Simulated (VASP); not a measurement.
Runs of VASP 6.6.1 on InP. The structure is that of space group Fm-3m (No. 225), or close to it. The cells are those of the table. 

```csv
task,level,potentials or basis,spin,cell,k mesh,cutoff (eV),smearing,gap on the mesh (eV),pressure (GPa),relaxed volume (Å³/atom)
single point,LDA,"VASP PAW LDA potentials, release 64 (In_d, P)",off,"a = 3.993 Å, angles 60.0°, 2 atoms",8 × 8 × 8,520,fermi-dirac 0.05 eV,none,-8.2,-
relaxation of cell and atoms,RPBE,"VASP PAW PBE potentials, release 64 (In_d, P)",off,"relaxed from a = 3.916 Å, angles 60.0°, 2 atoms",8 × 8 × 8,600,fermi-dirac 0.05 eV,none,0.0,21.76
single point,RPBE,"VASP PAW PBE potentials, release 64 (In_d, P)",off,"a = 3.916 Å, angles 60.0°, 2 atoms",8 × 8 × 8,520,fermi-dirac 0.05 eV,none,(b),-
single point,PBEsol,"VASP PAW PBE potentials, release 64 (In_d, P)",off,"a = 3.942 Å, angles 60.0°, 2 atoms",8 × 8 × 8,520,fermi-dirac 0.05 eV,none,-4.6,-
single point,PBE,"VASP PAW PBE potentials, release 64 (In_d, P)",off,"a = 3.916 Å, angles 60.0°, 2 atoms",8 × 8 × 8,520,gaussian 0.028 eV,none,-0.1,-
relaxation of cell and atoms,BLYP+D3(BJ),"VASP PAW PBE potentials, release 64 (In_d, P)",off,"relaxed from a = 3.916 Å, angles 60.0°, 2 atoms",8 × 8 × 8,600,fermi-dirac 0.05 eV,none,0.0,20.83
single point,PBEsol,"VASP PAW PBE potentials, release 64 (In_d, P)",off,"a = 3.836 Å, angles 60.0°, 2 atoms",8 × 8 × 8,520,fermi-dirac 0.05 eV,none,1.6,-
single point,PBEsol,"VASP PAW PBE potentials, release 64 (In_d, P)","non-collinear, zero start, SOC","a = 3.916 Å, angles 60.0°, 2 atoms",7 × 7 × 7,520,methfessel-paxton 0.025 eV,-,(a),-
```

Question: Estimate the missing entries.

Answer: (a) -3.4; (b) 1.8.

Caveats: spin-orbit coupling is left out, which moves the levels of the heavy elements (some runs); the PAW data sets were made with another functional, which shifts forces and pressure a little (some runs); pairwise dispersion overbinds metals, which lowers pressure and volume (some runs).

A k mesh can miss the band edges, and rows without SOC leave out spin-orbit coupling on In.

A gap of «none» marks levels without a gap at the run's occupations.
